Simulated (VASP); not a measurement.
# GaSb (F-43m) in VASP: a series of runs

Runs on GaSb. Level: PBE. Tasks: single point.

All numbers are computed with VASP 6.6.1; they aren't measurements. Logs are shortened: lines on timing, memory, paths and dates and some standing lists are left out, and cuts for length are marked.

### 1 The cell of the first run

The structure is cubic, space group F-43m (No. 216). The conventional cell has a = 6.057 Å, b = 6.057 Å, c = 6.057 Å, α = 90.00°, β = 90.00°, γ = 90.00°. Ga (site symmetry -43m) has 4 Sb at 2.62 Å within 3.5 Å. Within 3.5 Å of Sb (site symmetry -43m) lie 4 Ga at 2.62 Å.

### 2 Single point, PBE

Contents of INCAR:

```
SYSTEM = GaSb
PREC     = Accurate       ! precision mode
ENCUT    = 500            ! plane-wave cutoff, eV
EDIFF    = 1E-6           ! SCF threshold, eV
ISMEAR   = 0              ! smearing method
SIGMA    = 0.05           ! smearing width, eV
LREAL    = .FALSE.        ! projectors in reciprocal space
LASPH    = .TRUE.         ! aspherical terms in the spheres
NELM     = 120            ! most SCF steps
ALGO     = Normal         ! electronic algorithm
ISIF     = 2              ! what is computed and relaxed
LWAVE    = .FALSE.        ! write WAVECAR
LCHARG   = .FALSE.        ! write CHGCAR
GGA      = PE             ! functional
NBANDS   = 16             ! bands
GGA_COMPAT= .FALSE.
```

Contents of KPOINTS:

```
regular mesh
0
G
  6 6 6
  0 0 0
```

Contents of POSCAR:

```
GaSb
1.0
    0.0000000000      3.0283176320      3.0283176320
    3.0283176320      0.0000000000      3.0283176320
    3.0283176320      3.0283176320      0.0000000000
Ga Sb
1 1
Direct
    0.0000000000      0.0000000000      0.0000000000
    0.2500000000      0.2500000000      0.2500000000
```

Potentials or basis: VASP PAW PBE potentials, release 64 (Ga_d, Sb).

Run with:

```bash
$ cat potpaw_PBE.64/Ga_d/POTCAR potpaw_PBE.64/Sb/POTCAR > POTCAR
$ mpirun -np 1 vasp_std > vasp.out
```

OUTCAR:

```text
SYSTEM = GaSb
   PREC = Accurate
   ENCUT = 500
   EDIFF = 1E-6
   ISMEAR = 0
   LREAL = .FALSE.
   LASPH = .TRUE.
   NELM = 120
   ISIF = 2
   GGA = PE

 ion  position               nearest neighbor table
   1  0.000  0.000  0.000-   2 2.62   2 2.62   2 2.62   2 2.62
   2  0.250  0.250  0.250-   1 2.62   1 2.62   1 2.62   1 2.62

  LATTYP: Found a face centered cubic cell.
 ALAT       =     6.0566352640

  Lattice vectors:

 A1 = (   0.0000000000,   3.0283176320,   3.0283176320)
 A2 = (   3.0283176320,   0.0000000000,   3.0283176320)
 A3 = (   3.0283176320,   3.0283176320,   0.0000000000)

Analysis of symmetry for initial positions (statically):
=====================================================================
 Subroutine PRICEL returns:
 Original cell was already a primitive cell.

 Routine SETGRP: Setting up the symmetry group for a
 face centered cubic supercell.

 Subroutine GETGRP returns: Found 24 space group operations
 (whereof 24 operations were pure point group operations)
 out of a pool of 48 trial point group operations.

The static configuration has the point symmetry T_d .

Analysis of symmetry for dynamics (positions and initial velocities):
=====================================================================
 Subroutine PRICEL returns:
 Original cell was already a primitive cell.

 Routine SETGRP: Setting up the symmetry group for a
 face centered cubic supercell.

 Subroutine GETGRP returns: Found 24 space group operations
 (whereof 24 operations were pure point group operations)
 out of a pool of 48 trial point group operations.

The dynamic configuration has the point symmetry T_d .

 Subroutine INISYM returns: Found 24 space group operations
 (whereof 24 operations are pure point group operations),
 and found     1 'primitive' translations

----------------------------------------------------------------------------------------

                                     Primitive cell

  volume of cell :      55.5436

  direct lattice vectors                    reciprocal lattice vectors
     0.000000000  3.028317632  3.028317632    -0.165108176  0.165108176  0.165108176
     3.028317632  0.000000000  3.028317632     0.165108176 -0.165108176  0.165108176
     3.028317632  3.028317632  0.000000000     0.165108176  0.165108176 -0.165108176

  length of vectors
     4.282687866  4.282687866  4.282687866     0.285975749  0.285975749  0.285975749

[... 70 lines left out ...]
   NELM   =    120;   NELMIN=  2; NELMDL= -5     # of ELM steps
   EDIFF  = 0.1E-05   stopping-criterion for ELM
   LREAL  =      F    real-space projection
   EDIFFG = 0.1E-04   stopping-criterion for IOM
   NSW    =      0    number of steps for IOM
   IBRION =     -1    ionic relax: 0-MD 1-quasi-New 2-CG
   NFREE  =      0    steps in history (QN), initial steepest desc. (CG)
   ISIF   =      2    stress and relaxation
   ISYM   =      2    0-nonsym 1-usesym 2-fastsym
   POTIM  = 0.5000    time-step for ionic-motion
   TEBEG  =    0.0;   TEEND  =   0.0 temperature during run
   PSTRESS=    0.0 pullay stress
   NELECT =      18.0000    total number of electrons
   NUPDOWN=      -1.0000    fix difference up-down
   EMIN   =  10.00;   EMAX   =-10.00  energy-range for DOS
   EFERMI =   0.00;   METHOD = LEGACY
   ISMEAR =     0;   SIGMA  =   0.05  broadening in eV -4-tet -1-fermi 0-gaus
   EFERMI_NEDOS =   21; number of points for ismear=-14 and -15
   IALGO  =     38    algorithm
   IMIX   =      4    mixing-type and parameters
     AMIX     =   0.40;   BMIX     =  1.00
     AMIX_MAG =   1.60;   BMIX_MAG =  1.00
  volume/ion in A,a.u.               =      27.77       187.41
  Fermi-wavevector in a.u.,A,eV,Ry     =   1.124486  2.124971 17.204157  1.264470
  Thomas-Fermi vector in A             =   2.261159
   LORBIT       =      0    0 simple, 1 ext, 2 COOP (PROOUT), +10 PAW based schemes
   GGA     = PE    functional components
   LHFCALC =     F    Hartree Fock is set to
   AEXX    =    0.0000 exact exchange contribution
   IVDW    =     0    specifies the selected vdW correction
   LEPSILON=     F    determine dielectric tensor
   LRPA    =     F    only Hartree local field effects (RPA)
 non-spin polarized calculation
 Gauss-broadening in eV      SIGMA  =   0.05
  energy-cutoff  :      500.00
  volume of cell :       55.54
 maximum number of plane-waves:      1420
   NGX = 15   NGY = 15   NGZ = 15

 number of electron      17.9999988 magnetization

 Free energy of the ion-electron system (eV)
  ---------------------------------------------------
  ext. energy  EPLUGINS =         0.00000000
  ---------------------------------------------------
  free energy    TOTEN  =        -7.28643324 eV

  energy without entropy =       -7.28643248  energy(sigma->0) =       -7.28643286

 E-fermi :   5.3240     XC(G=0):  -9.2167

 val. band max:        5.1926751922   @ k =   0.0000   0.0000   0.0000
 cond. band min:       5.4451249281   @ k =   0.0000   0.0000   0.0000
 fundamental gap:      0.2524497359
 Fermi energy:         5.3239869682

 k-point     1 :       0.0000    0.0000    0.0000
  band No.  band energies     occupation
      1      -9.9156      2.00000
      2      -9.9156      2.00000
      3      -9.9156      2.00000
      4      -9.8613      2.00000
      5      -9.8613      2.00000
      6      -6.4988      2.00000
[... 281 lines left out ...]
      3      -9.8898      2.00000
      4      -9.8702      2.00000
      5      -9.8596      2.00000
      6      -3.8797      2.00000
[... 8 lines left out ...]
     15      15.3847      0.00000
     16      16.7036      0.00000

------------------------ aborting loop because EDIFF is reached ----------------------------------------

  FORCE on cell =-STRESS in cart. coord.  units (eV):
  Direction    XX          YY          ZZ          XY          YZ          ZX
  --------------------------------------------------------------------------------------
  -------------------------------------------------------------------------------------
  Total        1.4429883      1.4429883      1.4429883     -0.0000000      0.0000000      0.0000000
  in kB       41.6235513     41.6235513     41.6235513     -0.0000000      0.0000000      0.0000000
  external PRESSURE =      41.6235513 kB  Pullay stress =       0.0000000 kB

 VOLUME and BASIS-vectors are now :
 -----------------------------------------------------------------------------
  energy-cutoff  :      500.00
  volume of cell :       55.54
      direct lattice vectors                 reciprocal lattice vectors
     0.000000000  3.028317632  3.028317632    -0.165108176  0.165108176  0.165108176
     3.028317632  0.000000000  3.028317632     0.165108176 -0.165108176  0.165108176
     3.028317632  3.028317632  0.000000000     0.165108176  0.165108176 -0.165108176

 POSITION                                       TOTAL-FORCE (eV/Angst)
 -----------------------------------------------------------------------------------
      0.00000      0.00000      0.00000        -0.000000     -0.000000     -0.000000
      1.51416      1.51416      1.51416         0.000000      0.000000      0.000000
 -----------------------------------------------------------------------------------
    total drift:                                0.000000      0.000000      0.000001

  FREE ENERGIE OF THE ION-ELECTRON SYSTEM (eV)
  ---------------------------------------------------
  free  energy   TOTEN  =        -7.2864332403 eV

  energy  without entropy=       -7.2864324755  energy(sigma->0) =       -7.28643286
```

It took 18 s on 1 thread of AMD EPYC 9R14 (Zen 4), shared host; peak memory 0.15 GiB.

Results:

| Quantity | Value |
| --- | --- |
| Free energy | -7.2864 eV |
| Pressure | 4.2 GPa |
| Band gap on the k mesh | 0.25 eV, direct |

Levels at points of the mesh, in eV from the valence-band top:
```
           k point  band 6  band 7  band 8  band 9  band 10  band 11  band 12  band 13
(0.00, 0.00, 0.00)  -11.69    0.00    0.00    0.00     0.25     2.76     2.76     2.76
(0.50, 0.00, 0.00)   -9.99   -6.52   -1.21   -1.21     0.46     3.74     3.74     6.44
(0.50, 0.50, 0.00)   -9.11   -6.96   -2.68   -2.68     0.87     1.19     8.88     8.88
```

Caveat: spin-orbit coupling is left out, which moves the levels of the heavy elements. A k mesh can miss the band edges.

### 3 Single point, PBE

This run uses another cell than the first one, of 28.72 Å³/atom, 1.034 times its volume.

Contents of INCAR:

```
SYSTEM = GaSb
ALGO     = Normal         ! electronic algorithm
EDIFF    = 1E-6           ! SCF threshold, eV
ENCUT    = 500            ! plane-wave cutoff, eV
GGA      = PE             ! functional
GGA_COMPAT= .False.      
ISIF     = 2              ! what is computed and relaxed
ISMEAR   = 0              ! smearing method
LASPH    = .True.         ! aspherical terms in the spheres
LCHARG   = .True.         ! write CHGCAR
LELF     = .True.         ! ELF
LREAL    = .False.        ! projectors in reciprocal space
LVHAR    = .True.       
LWAVE    = .False.        ! write WAVECAR
NBANDS   = 16             ! bands
NELM     = 120            ! most SCF steps
PREC     = Accurate       ! precision mode
SIGMA    = 0.05           ! smearing width, eV
```

Contents of KPOINTS:

```
k-points
0
Gamma
  6 6 6
  0 0 0
```

Contents of POSCAR:

```
GaSb
1.0
    0.0000000000      3.0623042064      3.0623042064
    3.0623042064      0.0000000000      3.0623042064
    3.0623042064      3.0623042064      0.0000000000
Ga Sb
1 1
Direct
    0.0000000000      0.0000000000      0.0000000000
    0.2500000000      0.2500000000      0.2500000000
```

Potentials or basis: VASP PAW PBE potentials, release 64 (Ga_d, Sb).

Run with:

```bash
$ cat potpaw_PBE.64/Ga_d/POTCAR potpaw_PBE.64/Sb/POTCAR > POTCAR
$ mpirun -np 1 vasp_std > vasp.out
```

Run time: 18 s. Hardware: 1 thread of AMD EPYC 9R14 (Zen 4), shared host; peak memory 0.14 GiB.

The run converged. Its results:

| Property | Result |
| --- | --- |
| Free energy | -7.3239 eV |
| Pressure | 2.3 GPa |

Levels at points of the mesh, in eV from the Fermi level:
```
           k point  band 7  band 8  band 9  band 10  band 11  band 12
(0.00, 0.00, 0.00)   -0.03   -0.03   -0.03    -0.02     2.75     2.75
(0.50, 0.00, 0.00)   -6.38   -1.18   -1.18     0.37     3.72     3.72
(0.50, 0.50, 0.00)   -6.83   -2.59   -2.59     0.88     1.23     8.63
```

Caveat: spin-orbit coupling is left out, which moves the levels of the heavy elements.

### 4 Single point, PBE

This run uses another cell than the first one, of 30.12 Å³/atom, 1.084 times its volume.

Contents of INCAR:

```
PREC = Accurate
ENCUT = 500
EDIFF = 1E-6
ISMEAR = 0
SIGMA = 0.05
LREAL = F
LASPH = T
NELM = 120
ALGO = Normal
ISIF = 2
LWAVE = F
LCHARG = T
GGA = PE
LELF = T
LVHAR = T
NBANDS = 16
GGA_COMPAT = F
```

Contents of KPOINTS:

```
regular mesh
0
Gamma
  6 6 6
```

Contents of POSCAR:

```
GaSb
1.0
    0.0000000000      3.1112732347      3.1112732347
    3.1112732347      0.0000000000      3.1112732347
    3.1112732347      3.1112732347      0.0000000000
Ga Sb
1 1
Direct
    0.0000000000      0.0000000000      0.0000000000
    0.2500000000      0.2500000000      0.2500000000
```

Run with:

```bash
$ cat potpaw_PBE.64/Ga_d/POTCAR potpaw_PBE.64/Sb/POTCAR > POTCAR
$ mpirun -np 1 vasp_std > vasp.out
```

It took 18 s on 1 thread of AMD EPYC 9R14 (Zen 4), shared host; peak memory 0.15 GiB.

Results (log left out):

* Free energy: -7.3433 eV
* Pressure: 0.0 GPa
* Band gap on the k mesh: zero (filled and empty bands touch)

Levels at points of the mesh, in eV from the Fermi level:
| k point | band 6 | band 7 | band 8 | band 9 | band 10 | band 11 | band 12 | band 13 |
| --- | --- | --- | --- | --- | --- | --- | --- | --- |
| (0.00, 0.00, 0.00) | -11.15 | -0.33 | -0.02 | -0.02 | -0.02 | 2.77 | 2.77 | 2.77 |
| (0.50, 0.00, 0.00) | -9.65 | -6.14 | -1.09 | -1.09 | 0.28 | 3.73 | 3.73 | 6.48 |
| (0.50, 0.50, 0.00) | -8.89 | -6.61 | -2.42 | -2.42 | 0.94 | 1.33 | 8.34 | 8.34 |

Caveat: spin-orbit coupling is left out, which moves the levels of the heavy elements.

### 5 Overview

| cell | gap on the mesh (eV) | pressure (GPa) |
| --- | --- | --- |
| a = 4.283 Å, angles 60.0°, 2 atoms | 0.25 | 4.2 |
| a = 4.331 Å, angles 60.0°, 2 atoms | - | 2.3 |
| a = 4.400 Å, angles 60.0°, 2 atoms | none | 0.0 |

Alike in all rows: task single point; level PBE; potentials or basis VASP PAW PBE potentials, release 64 (Ga_d, Sb); no spin polarisation; k mesh 6 × 6 × 6; cutoff (eV) 500; smearing gaussian 0.05 eV.

Caveats: spin-orbit coupling is left out, which moves the levels of the heavy elements.

Absolute energies hang on the potentials; compare differences alone.
